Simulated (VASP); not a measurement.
A run of VASP 6.6.1 is set up as follows.

File INCAR:

```
SYSTEM = Tl
PREC = Accurate
ENCUT = 520
EDIFF = 1E-6
ISMEAR = 0
SIGMA = 0.15
LREAL = .FALSE.
LASPH = .TRUE.
NELM = 100
ALGO = Fast
ISIF = 2
LWAVE = .FALSE.
LCHARG = .FALSE.
GGA = PS
NBANDS = 20
```

File KPOINTS:

```
Automatic mesh
0
G
  18 18 10
  0 0 0
```

Contents of POSCAR:

```
Tl
1.0
    3.4559983565      0.0000000000      0.0000000000
   -1.7279991783      2.9929823722      0.0000000000
    0.0000000000      0.0000000000      5.5250000000
Tl
2
Direct
    0.3333333333      0.6666666667      0.2500000000
    0.6666666667      0.3333333333      0.7500000000
```

Potentials or basis: VASP PAW PBE potentials, release 64 (Tl_d).

Command:

```sh
$ cat potpaw_PBE.64/Tl_d/POTCAR > POTCAR
$ mpirun -np 1 vasp_std > vasp.out
```

Problem. Predict the pressure.

Solution. 0.0 GPa.

Problem. What does it give for the band gap on the k mesh?

Solution. Zero (band 13 reaches 9.88 eV, above the bottom of band 14 at 4.09 eV).

Stress tensor (GPa, compression positive):
```
 0.05  0.00  0.00
 0.00  0.05  0.00
 0.00  0.00 -0.18
```

Caveat: the PAW data sets were made with another functional, which shifts forces and pressure a little; spin-orbit coupling is left out, which moves the levels of the heavy elements.
